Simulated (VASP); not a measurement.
# GaN (P1) in VASP: single point with PBE

Aim: the single point of GaN with PBE.

All numbers are computed with VASP 6.6.1; they aren't measurements. Logs are shortened: lines on timing, memory, paths and dates and some standing lists are left out, and cuts for length are marked.

## Step 1: The cell of the first run

The typed cell holds 8 atoms: a = 3.218 Å, b = 3.218 Å, c = 10.491 Å, α = 89.12°, β = 88.24°, γ = 60.00°.

## Step 2: Single point, PBE (the part above a cut slid along it)

The input, INCAR:

```
ALGO = Normal
EDIFF = 1E-6
ENCUT = 520
GGA = PE
ISIF = 2
ISMEAR = 0
LASPH = T
LCHARG = F
LREAL = F
LWAVE = F
NBANDS = 46
NELM = 60
PREC = Accurate
SIGMA = 0.05
```

The input, KPOINTS:

```
k-points
0
Gamma
  10 10 3
```

The input, POSCAR:

```
GaN
1.0
   -3.2184289111      0.0000000000      0.0000000000
   -1.6092144555     -2.7872411973      0.0000000000
   -0.3218428911      0.0000000000     10.4860608832
Ga N
4 4
Direct
    0.3177517490      0.3333333333      0.1558158435
    0.2677517490      0.3333333333      0.6558158435
    0.5760850823      0.6666666667      0.9058158435
    0.6260850823      0.6666666667      0.4058158435
    0.2489149177      0.3333333333      0.8441841565
    0.2989149177      0.3333333333      0.3441841565
    0.6572482510      0.6666666667      0.0941841565
    0.6072482510      0.6666666667      0.5941841565
```

Potentials or basis: VASP PAW PBE potentials, release 64 (Ga_d, N).

Command:

```
$ cat potpaw_PBE.64/Ga_d/POTCAR potpaw_PBE.64/N/POTCAR > POTCAR
$ mpirun -np 1 vasp_std > vasp.out
```

OUTCAR:

```text
EDIFF = 1E-6
   ENCUT = 520
   GGA = PE
   ISIF = 2
   ISMEAR = 0
   LASPH = T
   LREAL = F
   NELM = 60
   PREC = Accurate

 ion  position               nearest neighbor table
   1  0.318  0.333  0.156-   7 1.97   7 1.97   7 1.97   6 1.98
   2  0.268  0.333  0.656-   8 1.97   8 1.97   8 1.97   5 1.98
   3  0.576  0.667  0.906-   5 1.97   5 1.97   5 1.97   7 2.00
   4  0.626  0.667  0.406-   6 1.97   6 1.97   6 1.97   8 1.98
   5  0.249  0.333  0.844-   3 1.97   3 1.97   3 1.97   2 1.98
   6  0.299  0.333  0.344-   4 1.97   4 1.97   4 1.97   1 1.98
   7  0.657  0.667  0.094-   1 1.97   1 1.97   1 1.97   3 2.00
   8  0.607  0.667  0.594-   2 1.97   2 1.97   2 1.97   4 1.98

  LATTYP: Found a base centered monoclinic cell.
 ALAT       =     3.2184289111
 B/A-ratio  =     1.7320508076
 C/A-ratio  =     3.2596646015
 COS(beta)  =    -0.0306780029

  Lattice vectors:

 A1 = (   1.6092144556,  -2.7872411973,   0.0000000000)
 A2 = (   1.6092144555,   2.7872411973,   0.0000000000)
 A3 = (  -0.3218428911,   0.0000000000,  10.4860608832)

Analysis of symmetry for initial positions (statically):
=====================================================================
 Subroutine PRICEL returns:
 Original cell was already a primitive cell.

 Routine SETGRP: Setting up the symmetry group for a
 base centered monoclinic supercell.

 Subroutine GETGRP returns: Found  1 space group operations
 (whereof  1 operations were pure point group operations)
 out of a pool of  4 trial point group operations.

The static configuration has the point symmetry C_1 .

Analysis of symmetry for dynamics (positions and initial velocities):
=====================================================================
 Subroutine PRICEL returns:
 Original cell was already a primitive cell.

 Routine SETGRP: Setting up the symmetry group for a
 base centered monoclinic supercell.

 Subroutine GETGRP returns: Found  1 space group operations
 (whereof  1 operations were pure point group operations)
 out of a pool of  4 trial point group operations.

The dynamic configuration has the point symmetry C_1 .

 Subroutine INISYM returns: Found  1 space group operations
 (whereof  1 operations are pure point group operations),
 and found     1 'primitive' translations

[... 110 lines left out ...]
   IBRION =     -1    ionic relax: 0-MD 1-quasi-New 2-CG
   NFREE  =      0    steps in history (QN), initial steepest desc. (CG)
   ISIF   =      2    stress and relaxation
   ISYM   =      2    0-nonsym 1-usesym 2-fastsym
   POTIM  = 0.5000    time-step for ionic-motion
   TEBEG  =    0.0;   TEEND  =   0.0 temperature during run
   PSTRESS=    0.0 pullay stress
   NELECT =      72.0000    total number of electrons
   NUPDOWN=      -1.0000    fix difference up-down
   EMIN   =  10.00;   EMAX   =-10.00  energy-range for DOS
   EFERMI =   0.00;   METHOD = LEGACY
   ISMEAR =     0;   SIGMA  =   0.05  broadening in eV -4-tet -1-fermi 0-gaus
   EFERMI_NEDOS =   21; number of points for ismear=-14 and -15
   IALGO  =     38    algorithm
   IMIX   =      4    mixing-type and parameters
     AMIX     =   0.40;   BMIX     =  1.00
     AMIX_MAG =   1.60;   BMIX_MAG =  1.00
  volume/ion in A,a.u.               =      11.76        79.35
  Fermi-wavevector in a.u.,A,eV,Ry     =   1.497529  2.829920 30.512351  2.242595
  Thomas-Fermi vector in A             =   2.609406
   LORBIT       =      0    0 simple, 1 ext, 2 COOP (PROOUT), +10 PAW based schemes
   GGA     = PE    functional components
   LHFCALC =     F    Hartree Fock is set to
   AEXX    =    0.0000 exact exchange contribution
   IVDW    =     0    specifies the selected vdW correction
   LEPSILON=     F    determine dielectric tensor
   LRPA    =     F    only Hartree local field effects (RPA)
 non-spin polarized calculation
 Gauss-broadening in eV      SIGMA  =   0.05
  energy-cutoff  :      520.00
  volume of cell :       94.07
 maximum number of plane-waves:      2565
   NGX = 11   NGY = 11   NGZ = 39

 number of electron      71.9999948 magnetization

 Free energy of the ion-electron system (eV)
  ---------------------------------------------------
  ext. energy  EPLUGINS =         0.00000000
  ---------------------------------------------------
  free energy    TOTEN  =       -48.56338160 eV

  energy without entropy =      -48.56338160  energy(sigma->0) =      -48.56338160

 E-fermi :   5.3277     XC(G=0): -11.5193

 val. band max:        5.0920548539   @ k =   0.0000   0.0000   0.0000
 cond. band min:       6.6928442024   @ k =   0.0000   0.0000   0.0000
 fundamental gap:      1.6007893485
 Fermi energy:         5.3277187837

 k-point     1 :       0.0000    0.0000    0.0000
  band No.  band energies     occupation
      1     -10.7219      2.00000
      2     -10.2154      2.00000
      3     -10.1860      2.00000
      4      -9.8903      2.00000
      5      -8.4374      2.00000
      6      -8.4283      2.00000
[... 1165 lines left out ...]
     45      14.1765      0.00000
     46      14.6644      0.00000

 [... further k-points ...]

------------------------ aborting loop because EDIFF is reached ----------------------------------------

  FORCE on cell =-STRESS in cart. coord.  units (eV):
  Direction    XX          YY          ZZ          XY          YZ          ZX
  --------------------------------------------------------------------------------------
  -------------------------------------------------------------------------------------
  Total       -0.2057968      0.0732409      0.0180968     -0.2236473     -0.0568870      1.4611848
  in kB       -3.5052450      1.2474789      0.3082342     -3.8092838     -0.9689301     24.8877070
  external PRESSURE =      -0.6498440 kB  Pullay stress =       0.0000000 kB

 VOLUME and BASIS-vectors are now :
 -----------------------------------------------------------------------------
  energy-cutoff  :      520.00
  volume of cell :       94.07
      direct lattice vectors                 reciprocal lattice vectors
    -3.218428911  0.000000000  0.000000000    -0.310710607  0.179388852 -0.009536470
    -1.609214456 -2.787241197  0.000000000     0.000000000 -0.358777705  0.000000000
    -0.321842891  0.000000000 10.486060883     0.000000000  0.000000000  0.095364695

 POSITION                                       TOTAL-FORCE (eV/Angst)
 -----------------------------------------------------------------------------------
     -1.60921     -0.92908      1.63389         0.078817      0.044027      0.039402
     -1.60921     -0.92908      6.87692        -0.031714      0.004771     -0.027753
     -3.21843     -1.85816      9.49844        -0.421615     -0.024000      0.120869
     -3.21843     -1.85816      4.25541         0.006464      0.000313     -0.023076
     -1.60921     -0.92908      8.85217        -0.116573      0.032638     -0.011485
     -1.60921     -0.92908      3.60914         0.028475     -0.003956      0.025918
     -3.21843     -1.85816      0.98762         0.458468     -0.055558     -0.142444
     -3.21843     -1.85816      6.23065        -0.002321      0.001765      0.018569
 -----------------------------------------------------------------------------------
    total drift:                                0.000652      0.000041     -0.002347

  FREE ENERGIE OF THE ION-ELECTRON SYSTEM (eV)
  ---------------------------------------------------
  free  energy   TOTEN  =       -48.5633816014 eV

  energy  without entropy=      -48.5633816014  energy(sigma->0) =      -48.56338160
```

OSZICAR:

```text
N       E                     dE             d eps       ncg     rms          rms(c)
DAV:   1     0.797329428444E+03    0.79733E+03   -0.32952E+04 15744   0.290E+03
DAV:   2     0.104607213993E+03   -0.69272E+03   -0.65717E+03 14400   0.715E+02
DAV:   3    -0.439591378319E+02   -0.14857E+03   -0.14401E+03 16172   0.219E+02
DAV:   4    -0.560159938695E+02   -0.12057E+02   -0.11934E+02 17838   0.642E+01
DAV:   5    -0.564013174792E+02   -0.38532E+00   -0.38451E+00 17578   0.120E+01    0.152E+01
DAV:   6    -0.483011219585E+02    0.81002E+01   -0.24909E+01 26094   0.541E+01    0.415E+00
DAV:   7    -0.486062860324E+02   -0.30516E+00   -0.39884E+00 15702   0.110E+01    0.384E+00
DAV:   8    -0.485723019297E+02    0.33984E-01   -0.25697E-01 21156   0.567E+00    0.121E+00
DAV:   9    -0.485622602952E+02    0.10042E-01   -0.78645E-02 21238   0.368E+00    0.451E-01
DAV:  10    -0.485632460188E+02   -0.98572E-03   -0.83633E-03 17188   0.106E+00    0.298E-01
DAV:  11    -0.485633629984E+02   -0.11698E-03   -0.28411E-03 19222   0.654E-01    0.115E-01
DAV:  12    -0.485633791894E+02   -0.16191E-04   -0.49945E-04 16038   0.293E-01    0.469E-02
DAV:  13    -0.485633837222E+02   -0.45328E-05   -0.66991E-05 17656   0.122E-01    0.348E-02
DAV:  14    -0.485633812020E+02    0.25202E-05   -0.17151E-05 18374   0.745E-02    0.128E-02
DAV:  15    -0.485633813861E+02   -0.18403E-06   -0.12461E-05 19358   0.380E-02    0.488E-03
DAV:  16    -0.485633816014E+02   -0.21531E-06   -0.26666E-06 12390   0.194E-02
   1 F= -.48563382E+02 E0= -.48563382E+02  d E =-.211555E-13
```

stdout:

```text
POSCAR found type information on POSCAR GaN
 POSCAR found :  2 types and       8 ions
 scaLAPACK will be used
 LDA part: xc-table for (Slater+PW92), standard interpolation
 POSCAR, INCAR and KPOINTS ok, starting setup
 FFT: planning ... GRIDC
 FFT: planning ... GRID_SOFT
 FFT: planning ... GRID
 WAVECAR not read
 entering main loop
```

Run time: 12 min. Hardware: 1 thread of Intel Xeon 8259CL, shared host; peak memory 0.54 GiB.

What came out:

```yaml
Free_energy: -48.5634 eV
Pressure: -0.1 GPa
Largest_force: 0.483 eV/Å
Band_gap_on_the_k_mesh: 1.60 eV
```

Forces in eV/Å, atoms in the order of the input:
```
Ga   0.079  0.044  0.039
Ga  -0.032  0.005 -0.028
Ga  -0.422 -0.024  0.121
Ga   0.006  0.000 -0.023
N   -0.117  0.033 -0.011
N    0.028 -0.004  0.026
N    0.458 -0.056 -0.142
N   -0.002  0.002  0.019
```

Stress tensor (GPa, compression positive):
```
-0.35 -0.38  2.49
-0.38  0.12 -0.10
 2.49 -0.10  0.03
```

Caveat: the cell differs from its parent crystal (the part above a cut slid along it).
